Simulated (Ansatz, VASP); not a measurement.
**Two plane-wave programs on Al**

File INCAR:

```
  PREC = Accurate
  ENCUT = 500
  EDIFF = 1E-7
  ISMEAR = -1
  SIGMA = 0.1
  LREAL = F
  LASPH = T
  NELM = 120
  ALGO = Normal
  ISIF = 3
  LWAVE = F
  LCHARG = F
  GGA = B5
  ALDAX = 1.0
  AGGAX = 1.0
  AGGAC = 1.0
  ALDAC = 0.0
  IBRION = 2
  NSW = 80
  EDIFFG = -0.01
  GGA_COMPAT = F
  NELMIN = 4
```

Contents of KPOINTS:

```
Automatic mesh
0
Gamma
  5 5 5
```

File POSCAR:

```
Al
1.0
    5.1021510852      0.0000000000      0.0000000000
    0.0000000000      5.1021510852      0.0000000000
    0.0000000000      0.0000000000      5.1021510852
Al
8
Direct
    0.0000000000      0.0000000000      0.0000000000
    0.5000000000      0.5000000000      0.5000000000
    0.2500000000      0.0000000000      0.5000000000
    0.7500000000      0.0000000000      0.5000000000
    0.5000000000      0.2500000000      0.0000000000
    0.5000000000      0.7500000000      0.0000000000
    0.0000000000      0.5000000000      0.2500000000
    0.0000000000      0.5000000000      0.7500000000
```

Input for Ansatz:

```yaml
crystal:
  lattice:
    - [5.1021510852, 0.0, 0.0]
    - [0.0, 5.1021510852, 0.0]
    - [0.0, 0.0, 5.1021510852]
  atoms:
    - { symbol: Al, position: [0.0, 0.0, 0.0] }
    - { symbol: Al, position: [0.5, 0.5, 0.5] }
    - { symbol: Al, position: [0.25, 0.0, 0.5] }
    - { symbol: Al, position: [0.75, 0.0, 0.5] }
    - { symbol: Al, position: [0.5, 0.25, 0.0] }
    - { symbol: Al, position: [0.5, 0.75, 0.0] }
    - { symbol: Al, position: [0.0, 0.5, 0.25] }
    - { symbol: Al, position: [0.0, 0.5, 0.75] }
hamiltonian:
  xc: blyp
  pseudopotentials:
    kind: paw
    azcp:
      Al: "pseudopotentials/Al.paw.azcp"
basis:
  ecutwfc: 420
  fft_grid_basis: typed
kpoints:
  mp_grid: { grid: [5, 5, 5], shift: [0, 0, 0] }
magnetization:
  spin_polarized: false
scf:
  occupations: { method: fermi_dirac, width: 0.1 }
relax:
  max_steps: 60
  f_tol: 0.01
  cell: {}
```

Alike in both runs: task relaxation of cell and atoms; functional BLYP; k mesh 5 × 5 × 5; occupations fermi-dirac, width 0.1 eV; no spin polarisation.

|  | VASP | Ansatz |
| --- | --- | --- |
| version | VASP 6.6.1 | Ansatz 0.2.0 |
| potentials or method | VASP PAW PBE potentials, release 64 (Al), cutoff 500 eV | plane waves (420 eV) with PAW, scalar-relativistic |
| valence electrons in the cell | 24 | 24 |

```tsv
	VASP	Ansatz	Ansatz less VASP
relaxed volume (Å³/atom)	18.09	18.04	-0.040
relaxed cell length with the largest relative difference (Å)	5.250	5.246	-0.0039
```

VASP's potentials were made for PBE, not for BLYP.
